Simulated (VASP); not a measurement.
Here is a VASP 6.6.1 calculation.

File INCAR:

```
SYSTEM = Sn
PREC = Accurate ; ENCUT = 520
EDIFF = 1E-7 ; ISMEAR = 0
SIGMA = 0.1 ; LREAL = .False.
LASPH = .True. ; NELM = 80
ALGO = Normal ; ISIF = 2
LWAVE = .False. ; LCHARG = .True.
GGA = PS ; LELF = .True.
LVHAR = .True. ; NBANDS = 21
```

Contents of KPOINTS:

```
regular mesh
0
Gamma
  6 6 6
  0 0 0
```

Contents of POSCAR:

```
Sn
1.0
    0.0000000000      3.1311609358      3.1311609358
    3.1311609358      0.0000000000      3.1311609358
    3.1311609358      3.1311609358      0.0000000000
Sn
2
Direct
    0.5000000000      0.5000000000      0.5000000000
    0.7500000000      0.7500000000      0.7500000000
```

Potentials or basis: VASP PAW PBE potentials, release 64 (Sn_d).

Run with:

```bash
$ cat potpaw_PBE.64/Sn_d/POTCAR > POTCAR
$ mpirun -np 1 vasp_std > vasp.out
```

(1) Predict the band gap on the k mesh.

(2) Predict the pressure.

Results:

(1) zero (filled and empty bands touch).

(2) 7.4 GPa.

Caveat: the cell stands under pressure; the PAW data sets were made with another functional, which shifts forces and pressure a little; spin-orbit coupling is left out, which moves the levels of the heavy elements.
